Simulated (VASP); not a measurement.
# Cu: single point with PBE

Cu:

```
CELL_PARAMETERS angstrom
-1.44279 1.44279 1.37608
1.44279 -1.44279 1.37608
1.44279 1.44279 -1.37608
ATOMIC_POSITIONS crystal
Cu 0.00000 0.00000 0.00000
```

```json
{
  "Program": "VASP 6.6.1",
  "Task": "single point",
  "Functional": "PBE",
  "Potentials or basis": "VASP PAW PBE potentials, release 64 (Cu_sv_GW)",
  "Cutoff": "820 eV",
  "k mesh": "13 × 13 × 13",
  "Occupations": "gaussian, width 0.023 eV",
  "Spin": "no spin polarisation",
  "Dipole correction": "no",
  "Further INCAR settings": "ALGO = Normal; EDIFF = 1e-06; NBANDS = 16"
}
```

The pressure is 6.3 GPa and the band gap on the k mesh is zero (an odd number of electrons rules out a gap without spin polarisation).

Stress tensor (GPa, compression positive):
```
6.25 0.00 0.00
0.00 6.25 0.00
0.00 0.00 6.54
```

Levels at points of the mesh, in eV from the Fermi level:
```
           k point  band 8  band 9  band 10  band 11  band 12  band 13
(0.00, 0.00, 0.00)   -3.04   -2.16    -1.95    24.94    24.94    26.19
```

Run time: 53 s on 1 thread of Intel(R) Xeon(R) Platinum 8259CL CPU @ 2.50GHz (Skylake/Cascade Lake), on a shared host, peak memory 0.21 GiB.

Caveat: the cell stands under pressure.
